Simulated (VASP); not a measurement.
Wanted: the native input for a VASP 6.6.1 run.

```
Task                   : single point
Functional             : PBE
Potentials or basis    : VASP PAW PBE potentials, release 64 (Mg, S)
Cutoff                 : 520 eV
k mesh                 : 2 × 2 × 2
Occupations            : gaussian, width 0.1 eV
Spin                   : no spin polarisation
Dipole correction      : no
Further INCAR settings : ALGO = Normal; EDIFF = 1e-06; NBANDS = 11
```

The structure of MgS lies in POSCAR:

```
MgS
1.0
    0.0000000000      2.6043975556      2.6043975556
    2.6043975556      0.0000000000      2.6043975556
    2.6043975556      2.6043975556      0.0000000000
Mg S
1 1
Direct
   -0.0030617445     -0.0033128583      0.0027326857
    0.5023211595      0.5025116066      0.4979282050
```

One way to write it, as run:

INCAR

```
ALGO     = Normal         # electronic algorithm
EDIFF    = 1E-6           # SCF threshold, eV
ENCUT    = 520            # plane-wave cutoff, eV
GGA      = PE             # functional
GGA_COMPAT= False        
ISIF     = 2              # what is computed and relaxed
ISMEAR   = 0              # smearing method
LASPH    = True           # aspherical terms in the spheres
LCHARG   = False          # write CHGCAR
LREAL    = False          # projectors in reciprocal space
LWAVE    = False          # write WAVECAR
NBANDS   = 11             # bands
NELM     = 120            # most SCF steps
PREC     = Accurate       # precision mode
SIGMA    = 0.1            # smearing width, eV
```

KPOINTS

```
k-points
0
Gamma
  2 2 2
```

Potentials or basis: VASP PAW PBE potentials, release 64 (Mg, S).

Launch:

```sh
$ cat potpaw_PBE.64/Mg/POTCAR potpaw_PBE.64/S/POTCAR > POTCAR
$ mpirun -np 1 vasp_std > vasp.out
```

It gave:

```json
{"Pressure": "7.5 GPa", "Largest force": "0.058 eV/Å", "Band gap on the k mesh": "2.43 eV, indirect (least direct gap 3.54 eV)"}
```

Caveat: the k points lie up to 1.04 Å⁻¹ apart.

Run time: 6 s on 1 thread of Intel(R) Xeon(R) Platinum 8559C (Emerald Rapids), on a shared host, peak memory 0.15 GiB.
